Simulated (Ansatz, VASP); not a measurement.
## One calculation of TePb, two programs

INCAR

```
PREC = Accurate
ENCUT = 520
EDIFF = 1E-7
ISMEAR = 1
SIGMA = 0.1
LREAL = False
LASPH = True
NELM = 150
ALGO = Normal
ISIF = 2
LWAVE = False
LCHARG = True
ISPIN = 2
MAGMOM = 0.01 0
LORBIT = 11
GGA = CA
LELF = True
LVHAR = True
NBANDS = 21
```

KPOINTS

```
Automatic mesh
0
Gamma
  7 7 7
```

POSCAR

```
TePb
1.0
    0.0000000000      3.1873324849      3.1873324849
    3.1873324849      0.0000000000      3.1873324849
    3.1873324849      3.1873324849      0.0000000000
Pb Te
1 1
Direct
    0.0000000000      0.0000000000      0.0000000000
    0.5000000000      0.5000000000      0.5000000000
```

The input input.yaml:

```yaml
crystal:
  lattice:
    - [0.0, 3.1873324849, 3.1873324849]
    - [3.1873324849, 0.0, 3.1873324849]
    - [3.1873324849, 3.1873324849, 0.0]
  atoms:
    - { symbol: Pb, position: [0.0, 0.0, 0.0], spin: 0.01 }
    - { symbol: Te, position: [0.5, 0.5, 0.5] }
kpoints:
  mp_grid: { grid: [7, 7, 7] }
scf:
  occupations: { method: methfessel_paxton, width: 0.1 }
hamiltonian:
  xc: lda
  pseudopotentials: { kind: all_electron, lapw: { basis_error: 0.001 } }
magnetization:
  spin_polarized: true
output:
  forces: true
  stress: true
  eigenvalues: true
```

Change from the starting cell: volume scaled by 0.96.

Alike in both runs: task single point; functional LDA; k mesh 7 × 7 × 7; occupations methfessel-paxton of order 1, width 0.1 eV; collinear spin.

|  | VASP | Ansatz |
| --- | --- | --- |
| version | VASP 6.6.1 | Ansatz 0.2.0 |
| potentials or method | VASP PAW LDA potentials, release 64 (Pb_d, Te), cutoff 520 eV | all-electron LAPW, scalar-relativistic |

Ansatz gave:

* pressure (GPa): 0.1
* net moment per atom (μB): 0.00

What did VASP give for the same quantities?

Pressure (GPa): 0.2; net moment per atom (μB): 0.00.

LDA's correlation is that of Perdew and Zunger in VASP and of Perdew and Wang (1992) in Ansatz. Ansatz ran all-electron here, and VASP with PAW potentials.

Neither program's run includes spin-orbit coupling.
